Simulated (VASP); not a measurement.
The system is Be2Se.

```
CELL_PARAMETERS angstrom
4.38375 0.00000 0.00000
-2.19188 3.79644 0.00000
0.00000 0.00000 2.60611
ATOMIC_POSITIONS crystal
Be 0.66667 0.33333 0.50000
Be 0.33333 0.66667 0.50000
Se 0.00000 0.00000 0.00000
```

The cell was built from a structure type or drawn by symmetry, and may not be a known phase.

* Program: VASP 6.6.1
* Task: relaxation of cell and atoms
* Functional: PBE
* Potentials or basis: VASP PAW PBE potentials, release 64 (Be, Se)
* Cutoff: 600 eV
* k mesh: 12 × 12 × 18
* Occupations: gaussian, width 0.1 eV
* Spin: no spin polarisation

At the start: pressure -3.3 GPa; volume 14.46 Å³/atom.

**Question.** How do energy, volume and symmetry change on relaxing?

**Answer.** Over 18 steps the energy falls by 402.2 meV/atom and the volume is 13.30 Å³/atom (-8.0 %); space group P6/mmm (No. 191, to 0.1 Å) before and after.

Step by step:
```csv
step,energy change (eV),largest force (eV/Å),pressure (GPa),volume (Å³)
1,0.0000,0.0000,-3.29,43.37
2,-0.1625,0.0000,-2.44,41.48
3,-0.4179,0.0000,3.11,38.14
4,-0.5818,0.0000,26.45,31.17
5,-0.6489,0.0000,11.64,34.95
6,-0.7031,0.0000,18.20,33.07
7,-0.7753,0.0000,18.01,33.05
8,-0.8438,0.0000,19.13,32.92
9,-0.9259,0.0000,16.25,33.67
10,-1.1037,0.0000,8.88,35.97
11,-1.2016,0.0000,-1.61,40.90
12,-1.2064,0.0000,-0.14,40.03
13,-1.2064,0.0000,0.12,39.88
14,-1.2064,0.0000,0.12,39.88
15,-1.2064,0.0000,0.12,39.88
16,-1.2064,0.0000,0.13,39.89
17,-1.2064,0.0000,0.12,39.89
18,-1.2065,0.0000,0.09,39.91
```

Final structure:
```cif
data_structure
_symmetry_space_group_name_H-M 'P 1'
_symmetry_Int_Tables_number 1
_cell_length_a 3.6614
_cell_length_b 3.6614
_cell_length_c 3.4375
_cell_angle_alpha 90.000
_cell_angle_beta 90.000
_cell_angle_gamma 120.000
_cell_volume 39.91
loop_
_atom_site_label
_atom_site_type_symbol
_atom_site_fract_x
_atom_site_fract_y
_atom_site_fract_z
_atom_site_occupancy
Be1 Be 0.66667 0.33333 0.50000 1
Be2 Be 0.33333 0.66667 0.50000 1
Se1 Se 0.00000 0.00000 0.00000 1
```

Caveat: a cell axis changed by over 15 % at a fixed basis, so the end point is rough.
